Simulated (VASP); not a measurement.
Write the native input for VASP 6.6.1 that does the following.

```yaml
Task: single point
Functional: LDA
Potentials_or_basis: VASP PAW LDA potentials, release 64 (Ba_sv, N, F)
Cutoff: 520 eV
k_mesh: 9 × 9 × 9
Occupations: gaussian, width 0.05 eV
Spin: no spin polarisation
Dipole_correction: no
Further_INCAR_settings: ALGO = Normal; EDIFF = 1e-06; NBANDS = 24
```

The structure of Ba2NF lies in POSCAR:

```
Ba2NF
1.0
    1.8499566304      1.0680729585      6.1410948888
   -1.8499566304      1.0680729585      6.1410948888
    0.0000000000     -2.1361459170      6.1410948888
Ba N F
2 1 1
Direct
    0.7576400200      0.7576400200      0.7576400200
    0.2423599800      0.2423599800      0.2423599800
    0.5000000000      0.5000000000      0.5000000000
    0.0000000000      0.0000000000      0.0000000000
```

This cell differs from its parent crystal: strain -0.080 along x and y, -0.080 along z.

These files were run (other wordings do the same):

INCAR

```
  PREC = Accurate
  ENCUT = 520
  EDIFF = 1E-6
  ISMEAR = 0
  SIGMA = 0.05
  LREAL = F
  LASPH = T
  NELM = 60
  ALGO = Normal
  ISIF = 2
  LWAVE = F
  LCHARG = T
  GGA = CA
  LELF = T
  LVHAR = T
  NBANDS = 24
```

KPOINTS

```
regular mesh
0
Gamma
  9 9 9
```

Potentials or basis: VASP PAW LDA potentials, release 64 (Ba_sv, N, F).

The run is started by

```bash
$ cat potpaw_LDA.64/Ba_sv/POTCAR potpaw_LDA.64/N/POTCAR potpaw_LDA.64/F/POTCAR > POTCAR
$ mpirun -np 1 vasp_std > vasp.out
```

It gave:

* Pressure: 20.0 GPa
* Largest force: 1.524 eV/Å
* Band gap on the k mesh: 0.23 eV (least direct gap 0.30 eV)

Caveat: the cell differs from its parent crystal (strain -0.080 along x and y, -0.080 along z); the cell stands under pressure; spin-orbit coupling is left out, which moves the levels of the heavy elements; an odd mesh through Γ misses points on the zone boundary, where band edges can lie; forces of over 1 eV/Å act on the atoms, so gaps and moduli don't describe the material at rest.

Run time: 8.6 min on 1 thread of Intel Xeon 8259CL (shared host), peak memory 0.35 GiB.
